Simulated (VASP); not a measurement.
A run of VASP 6.6.1:

The input INCAR:

```
SYSTEM = WO
  ALGO = Normal
  EDIFF = 1E-7
  EDIFFG = -0.05
  ENCUT = 600
  GGA = PE
  IBRION = 2
  ISIF = 3
  ISMEAR = 0
  LASPH = .TRUE.
  LCHARG = .FALSE.
  LREAL = .FALSE.
  LWAVE = .FALSE.
  NELM = 100
  NSW = 100
  PREC = Accurate
  SIGMA = 0.1
```

Contents of KPOINTS:

```
k-points
0
G
  8 8 8
  0 0 0
```

The input POSCAR:

```
WO
1.0
    2.5211083403      0.0000000000      0.0000000000
    0.0000000000      2.5211083403      0.0000000000
    0.0000000000      0.0000000000      2.5211083403
W O
1 1
Direct
    0.0000000000      0.0000000000      0.0000000000
    0.5000000000      0.5000000000      0.5000000000
```

Potentials or basis: VASP PAW PBE potentials, release 64 (W_sv, O).

Run with:

```bash
$ cat potpaw_PBE.64/W_sv/POTCAR potpaw_PBE.64/O/POTCAR > POTCAR
$ mpirun -np 1 vasp_std > vasp.out
```

Hardware: 1 thread of Intel Xeon 6975P-C, with other jobs on the host.

Task: How long does it take, and how much memory?

Result: Run time: 27 s on 1 thread of Intel Xeon 6975P-C (shared host), peak memory 0.14 GiB. Counts: scf iterations 69, k points 35, ion steps 5.
